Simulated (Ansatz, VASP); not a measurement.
Two plane-wave programs on Lu3NbF

```xyz
5
Lattice="4.6913 0.0000 0.0000 0.0000 4.6913 0.0000 0.0000 0.0000 4.6913" Properties=species:S:1:pos:R:3 pbc="T T T"
Lu    2.3456    2.3456    0.0000
Lu    2.3456    0.0000    2.3456
Lu    0.0000    2.3456    2.3456
Nb    0.0000    0.0000    0.0000
F     2.3456    2.3456    2.3456
```

Change from the starting cell: species swapped into the Tb3AlN type (Pm-3m, No. 221).

Alike in both runs: task relaxation of cell and atoms; functional PBE; k mesh 8 × 8 × 8; occupations gaussian, width 0.1 eV; no spin polarisation.

|  | VASP | Ansatz |
| --- | --- | --- |
| version | VASP 6.6.1 | Ansatz 0.2.0 |
| potentials or method | VASP PAW PBE potentials, release 64 (Lu, Nb_sv, F), cutoff 600 eV | scalar-relativistic, plane waves, PAW |
| valence electrons in the cell | 95 | 95 |

|  | VASP | Ansatz | Ansatz less VASP |
| --- | --- | --- | --- |
| gap on the k mesh at the Fermi level, each at its own relaxed structure (eV) | none | none | - |
| relaxed volume (Å³/atom) | 21.38 | 21.31 | -0.070 |
| relaxed cell length with the largest relative difference (Å) | 4.746 | 4.741 | -0.0052 |

A gap of «none» marks a metal or a gap that the smearing closes.

Spin-orbit coupling is off throughout.
